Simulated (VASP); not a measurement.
GaP:

```
Ga P
1.0
     0.00000    2.72540    2.72540
     2.72540    0.00000    2.72540
     2.72540    2.72540    0.00000
Ga P
1 1
Direct
  0.00000 0.00000 0.00000
  0.25000 0.25000 0.25000
```

Base run:

| Item | Value |
| --- | --- |
| Program | VASP 6.6.1 |
| Functional | PBE |
| Potentials or basis | VASP PAW PBE potentials, release 64 (Ga_d, P) |
| Cutoff | 520 eV |
| k mesh | 6 × 6 × 6 |
| Occupations | gaussian, width 0.01 eV |
| Spin | no spin polarisation |

Its results: band gap on the k mesh 1.65 eV (least direct gap 1.82 eV); pressure 2.5 GPa.

**Question.** The run is repeated on the same cell with these changes: functional from PBE to r2SCAN; k mesh from 6 × 6 × 6 to 4 × 4 × 4. What comes out?

**Answer.** Band gap on the k mesh 1.88 eV (least direct gap 2.34 eV); pressure 0.4 GPa.

Several settings changed at once.

Caveats: some runs use coarse meshes; the PAW data sets were made with another functional, which shifts forces and pressure a little (at least some runs).

A k mesh can miss the band edges.
